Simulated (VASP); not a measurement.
Here is a VASP 6.6.1 calculation.

Contents of POSCAR:

```
Sn
1.0
    0.0000000000      3.2832388054      3.2832388054
    3.2832388054      0.0000000000      3.2832388054
    3.2832388054      3.2832388054      0.0000000000
Sn
2
Direct
    0.0000000000      0.0000000000      0.0000000000
    0.2500000000      0.2500000000      0.2500000000
```

INCAR.step1

```
SYSTEM = Sn
ALGO = Normal
EDIFF = 1E-4
ENCUT = 520
GGA = PE
ISMEAR = 0
LASPH = .TRUE.
LCHARG = .FALSE.
LREAL = .FALSE.
LWAVE = .TRUE.
NBANDS = 21
NELM = 100
PREC = Accurate
SIGMA = 0.1
```

INCAR.step2

```
SYSTEM = Sn
ALGO = Normal
EDIFF = 1E-6
ENCUT = 520
ISIF = 2
ISMEAR = 0
ISTART = 1
LASPH = .TRUE.
LCHARG = .TRUE.
LELF = .TRUE.
LMIXTAU = .TRUE.
LREAL = .FALSE.
LVHAR = .TRUE.
LWAVE = .FALSE.
METAGGA = R2SCAN
NBANDS = 21
NELM = 100
PREC = Accurate
SIGMA = 0.1
```

The input KPOINTS:

```
k-points
0
G
  10 10 10
  0 0 0
```

Potentials or basis: VASP PAW PBE potentials, release 64 (Sn_d).

Launch:

```console
$ cat potpaw_PBE.64/Sn_d/POTCAR > POTCAR
$ cp INCAR.step1 INCAR
$ mpirun -np 1 vasp_std > vasp.out
$ cp INCAR.step2 INCAR
$ mpirun -np 1 vasp_std > vasp.out
```

What does it give for the band gap on the k mesh?

Zero (filled and empty bands touch).

Estimate the pressure.

0.0 GPa.

Caveat: the PAW data sets were made with another functional, which shifts forces and pressure a little; spin-orbit coupling is left out, which moves the levels of the heavy elements.
